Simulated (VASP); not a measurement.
SrCa: single point with LDA

Crystal: SrCa.

```
CELL_PARAMETERS angstrom
3.93360 0.00000 0.00000
-1.96680 3.40660 0.00000
0.00000 0.00000 6.46091
ATOMIC_POSITIONS crystal
Sr 0.66667 0.33333 0.50000
Ca 0.00000 0.00000 0.00000
```

| Quantity | Value |
| --- | --- |
| Program | VASP 6.6.1 |
| Task | single point |
| Functional | LDA |
| Potentials or basis | VASP PAW LDA potentials, release 64 (Sr_sv, Ca_sv) |
| Cutoff | 520 eV |
| k mesh | 13 × 13 × 7 |
| Occupations | fermi-dirac, width 0.05 eV |
| Spin | no spin polarisation |
| Dipole correction | no |
| Further INCAR settings | ALGO = Normal; EDIFF = 1e-07; NBANDS = 17 |

- Pressure: 0.0 GPa
- Band gap on the k mesh: zero (bands 10 and 11 overlap by 0.13 eV)

Levels at points of the mesh, in eV from the Fermi level:
| k point | band 8 | band 9 | band 10 | band 11 | band 12 | band 13 |
| --- | --- | --- | --- | --- | --- | --- |
| (0.00, 0.00, 0.00) | -18.00 | -4.04 | -1.23 | 0.12 | 2.20 | 2.20 |

It took 100 s on 1 thread of Intel(R) Xeon(R) Platinum 8488C (Sapphire Rapids), with other jobs on the host, peak memory 0.27 GiB.
